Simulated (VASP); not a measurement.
# P (Cmce) in VASP: single point with PBE

Aim: the single point of P with PBE.

All numbers are computed with VASP 6.6.1; they aren't measurements. Logs are shortened: lines on timing, memory, paths and dates and some standing lists are left out, and cuts for length are marked.

## (1) The cell of the first run

Symmetry: Cmce, No. 64, orthorhombic system. The conventional cell has a = 3.309 Å, b = 11.289 Å, c = 4.564 Å, α = 90.00°, β = 90.00°, γ = 90.00°. P (site symmetry m) has 3 P at 2.23 to 2.26 Å within 2.9 Å.

## (2) Single point, PBE

Contents of INCAR:

```
SYSTEM = P
PREC     = Accurate       ! precision mode
ENCUT    = 520            ! plane-wave cutoff, eV
EDIFF    = 1E-6           ! SCF threshold, eV
ISMEAR   = 0              ! smearing method
SIGMA    = 0.05           ! smearing width, eV
LREAL    = .FALSE.        ! projectors in reciprocal space
LASPH    = .TRUE.         ! aspherical terms in the spheres
NELM     = 100            ! most SCF steps
ALGO     = Normal         ! electronic algorithm
ISIF     = 2              ! what is computed and relaxed
LWAVE    = .FALSE.        ! write WAVECAR
LCHARG   = .FALSE.        ! write CHGCAR
GGA      = PE             ! functional
NBANDS   = 18             ! bands
```

Contents of KPOINTS:

```
Automatic mesh
0
G
  14 14 10
  0 0 0
```

Contents of POSCAR:

```
P
1.0
    1.6545381111     -5.6446291059      0.0000000000
    1.6545381111      5.6446291059      0.0000000000
    0.0000000000      0.0000000000      4.5644846218
P
4
Direct
    0.4059914492      0.5940085508      0.5865671503
    0.5940085508      0.4059914492      0.4134328497
    0.9059914492      0.0940085508      0.9134328497
    0.0940085508      0.9059914492      0.0865671503
```

Potentials or basis: VASP PAW PBE potentials, release 64 (P).

Launch:

```sh
> cat potpaw_PBE.64/P/POTCAR > POTCAR
> mpirun -np 1 vasp_std > vasp.out
```

OUTCAR:

```text
SYSTEM = P
   PREC = Accurate
   ENCUT = 520
   EDIFF = 1E-6
   ISMEAR = 0
   LREAL = .FALSE.
   LASPH = .TRUE.
   NELM = 100
   ISIF = 2
   GGA = PE

 ion  position               nearest neighbor table
   1  0.406  0.594  0.587-   3 2.23   3 2.23   2 2.26
   2  0.594  0.406  0.413-   4 2.23   4 2.23   1 2.26
   3  0.906  0.094  0.913-   1 2.23   1 2.23   4 2.26
   4  0.094  0.906  0.087-   2 2.23   2 2.23   3 2.26

  LATTYP: Found a base centered orthorhombic cell.
 ALAT       =     3.3090762222
 B/A-ratio  =     3.4116041619
 C/A-ratio  =     1.3793833431

  Lattice vectors:

 A1 = (   1.6545381111,  -5.6446291059,   0.0000000000)
 A2 = (   1.6545381111,   5.6446291059,   0.0000000000)
 A3 = (   0.0000000000,   0.0000000000,   4.5644846218)

Analysis of symmetry for initial positions (statically):
=====================================================================
 Subroutine PRICEL returns:
 Original cell was already a primitive cell.

 Routine SETGRP: Setting up the symmetry group for a
 base centered orthorhombic supercell.

 Subroutine GETGRP returns: Found  8 space group operations
 (whereof  4 operations were pure point group operations)
 out of a pool of  8 trial point group operations.

The static configuration has the point symmetry C_2h.
 The point group associated with its full space group is D_2h.

Analysis of symmetry for dynamics (positions and initial velocities):
=====================================================================
 Subroutine PRICEL returns:
 Original cell was already a primitive cell.

 Routine SETGRP: Setting up the symmetry group for a
 base centered orthorhombic supercell.

 Subroutine GETGRP returns: Found  8 space group operations
 (whereof  4 operations were pure point group operations)
 out of a pool of  8 trial point group operations.

The dynamic configuration has the point symmetry C_2h.
 The point group associated with its full space group is D_2h.

 Subroutine INISYM returns: Found  8 space group operations
 (whereof  4 operations are pure point group operations),
 and found     1 'primitive' translations

----------------------------------------------------------------------------------------

                                     Primitive cell
[... 87 lines left out ...]
   ISTART =      0    job   : 0-new  1-cont  2-samecut
   ICHARG =      2    charge: 1-file 2-atom 10-const
   ISPIN  =      1    spin polarized calculation?
   LNONCOLLINEAR =      F non collinear calculations
   LSORBIT =      F    spin-orbit coupling
   LASPH  =      T    aspherical Exc in radial PAW
   ENCUT  =  520.0 eV  38.22 Ry    6.18 a.u.  10.94 10.94  8.49*2*pi/ulx,y,z
   NELM   =    100;   NELMIN=  2; NELMDL= -5     # of ELM steps
   EDIFF  = 0.1E-05   stopping-criterion for ELM
   LREAL  =      F    real-space projection
   EDIFFG = 0.1E-04   stopping-criterion for IOM
   NSW    =      0    number of steps for IOM
   IBRION =     -1    ionic relax: 0-MD 1-quasi-New 2-CG
   NFREE  =      0    steps in history (QN), initial steepest desc. (CG)
   ISIF   =      2    stress and relaxation
   ISYM   =      2    0-nonsym 1-usesym 2-fastsym
   POTIM  = 0.5000    time-step for ionic-motion
   TEBEG  =    0.0;   TEEND  =   0.0 temperature during run
   PSTRESS=    0.0 pullay stress
   NELECT =      20.0000    total number of electrons
   NUPDOWN=      -1.0000    fix difference up-down
   EMIN   =  10.00;   EMAX   =-10.00  energy-range for DOS
   EFERMI =   0.00;   METHOD = LEGACY
   ISMEAR =     0;   SIGMA  =   0.05  broadening in eV -4-tet -1-fermi 0-gaus
   EFERMI_NEDOS =   21; number of points for ismear=-14 and -15
   IALGO  =     38    algorithm
   IMIX   =      4    mixing-type and parameters
     AMIX     =   0.40;   BMIX     =  1.00
     AMIX_MAG =   1.60;   BMIX_MAG =  1.00
  volume/ion in A,a.u.               =      21.31       143.84
  Fermi-wavevector in a.u.,A,eV,Ry     =   1.009656  1.907974 13.869856  1.019406
  Thomas-Fermi vector in A             =   2.142598
   LORBIT       =      0    0 simple, 1 ext, 2 COOP (PROOUT), +10 PAW based schemes
   GGA     = PE    functional components
   LHFCALC =     F    Hartree Fock is set to
   AEXX    =    0.0000 exact exchange contribution
   IVDW    =     0    specifies the selected vdW correction
   LEPSILON=     F    determine dielectric tensor
   LRPA    =     F    only Hartree local field effects (RPA)
 non-spin polarized calculation
 Gauss-broadening in eV      SIGMA  =   0.05
  energy-cutoff  :      520.00
  volume of cell :       85.26
 maximum number of plane-waves:      2317
 NGX is ok and might be reduce to    48
   NGX = 21   NGY = 21   NGZ = 17

 number of electron      19.9999999 magnetization

 Free energy of the ion-electron system (eV)
  ---------------------------------------------------
  ext. energy  EPLUGINS =         0.00000000
  ---------------------------------------------------
  free energy    TOTEN  =       -21.50926129 eV

  energy without entropy =      -21.50925772  energy(sigma->0) =      -21.50925951

 E-fermi :   5.3909     XC(G=0):  -9.2226

 val. band max:        5.3179421963   @ k =   0.5000   0.5000   0.0000
 cond. band min:       5.4634061202   @ k =   0.5000   0.5000   0.0000
 fundamental gap:      0.1454639239
 Fermi energy:         5.3909205225

 k-point     1 :       0.0000    0.0000    0.0000
  band No.  band energies     occupation
      1     -10.1386      2.00000
      2      -7.4921      2.00000
      3      -4.2592      2.00000
      4      -1.1329      2.00000
      5       0.3451      2.00000
      6       0.5844      2.00000
[... 481 lines left out ...]
      5      -0.2594      2.00000
      6       0.0521      2.00000
[... 10 lines left out ...]
     17      11.5931      0.00000
     18      12.3585      0.00000

 [... further k-points ...]
[... 5 lines left out ...]
  --------------------------------------------------------------------------------------
  -------------------------------------------------------------------------------------
  Total       -0.1538379     -0.1544130     -0.1688733      0.0000000     -0.0000000      0.0000000
  in kB       -2.8909463     -2.9017536     -3.1734944      0.0000000     -0.0000000      0.0000000
  external PRESSURE =      -2.9887314 kB  Pullay stress =       0.0000000 kB

 VOLUME and BASIS-vectors are now :
 -----------------------------------------------------------------------------
  energy-cutoff  :      520.00
  volume of cell :       85.26
      direct lattice vectors                 reciprocal lattice vectors
     1.654538111 -5.644629106  0.000000000     0.302199143 -0.088579779  0.000000000
     1.654538111  5.644629106  0.000000000     0.302199143  0.088579779  0.000000000
     0.000000000  0.000000000  4.564484622     0.000000000  0.000000000  0.219082784

 POSITION                                       TOTAL-FORCE (eV/Angst)
 -----------------------------------------------------------------------------------
      1.65454      1.06129      2.67738         0.000000     -0.037971      0.031725
      1.65454     -1.06129      1.88711         0.000000      0.037971     -0.031725
      1.65454     -4.58334      4.16935         0.000000     -0.037971     -0.031725
      1.65454      4.58334      0.39513         0.000000      0.037971      0.031725
 -----------------------------------------------------------------------------------
    total drift:                               -0.000000     -0.000000     -0.000000

  FREE ENERGIE OF THE ION-ELECTRON SYSTEM (eV)
  ---------------------------------------------------
  free  energy   TOTEN  =       -21.5092612919 eV

  energy  without entropy=      -21.5092577205  energy(sigma->0) =      -21.50925951
```

Wall time 4.2 min (1 thread of Intel Xeon 6975P-C (Granite Rapids), shared host); peak memory 0.51 GiB.

What came out:

```yaml
Free_energy: -21.5093 eV
Pressure: -0.3 GPa
Largest_force: 0.049 eV/Å
Band_gap_on_the_k_mesh: 0.15 eV
```

Forces on the atoms (eV/Å):
```
P    0.000 -0.038  0.032
P    0.000  0.038 -0.032
P    0.000 -0.038 -0.032
P    0.000  0.038  0.032
```

Levels at points of the mesh, in eV from the valence-band top:
| k point | band 6 | band 7 | band 8 | band 9 | band 10 | band 11 | band 12 | band 13 | band 14 | band 15 |
| --- | --- | --- | --- | --- | --- | --- | --- | --- | --- | --- |
| (0.00, 0.00, 0.00) | -4.73 | -3.77 | -2.60 | -2.28 | -0.99 | 0.75 | 1.24 | 2.12 | 2.92 | 5.42 |
| (0.50, 0.00, 0.00) | -5.31 | -3.21 | -3.21 | -2.48 | -2.48 | 0.78 | 0.78 | 1.56 | 1.56 | 3.32 |
| (0.50, 0.50, 0.00) | -5.29 | -3.85 | -2.16 | -1.60 | 0.00 | 0.15 | 1.06 | 2.28 | 2.84 | 5.12 |
| (0.00, 0.00, 0.50) | -4.11 | -2.98 | -2.98 | -1.50 | -1.50 | 1.60 | 1.60 | 3.01 | 3.01 | 4.48 |
| (0.50, 0.00, 0.50) | -5.40 | -5.15 | -5.15 | -1.69 | -1.69 | 1.83 | 1.83 | 3.51 | 3.51 | 5.04 |
| (0.50, 0.50, 0.50) | -3.00 | -2.77 | -2.77 | -1.78 | -1.78 | 1.57 | 1.57 | 2.58 | 2.58 | 3.19 |

Caveat: semilocal functionals underestimate gaps, and a narrow one can read as zero. A k mesh can miss the band edges.
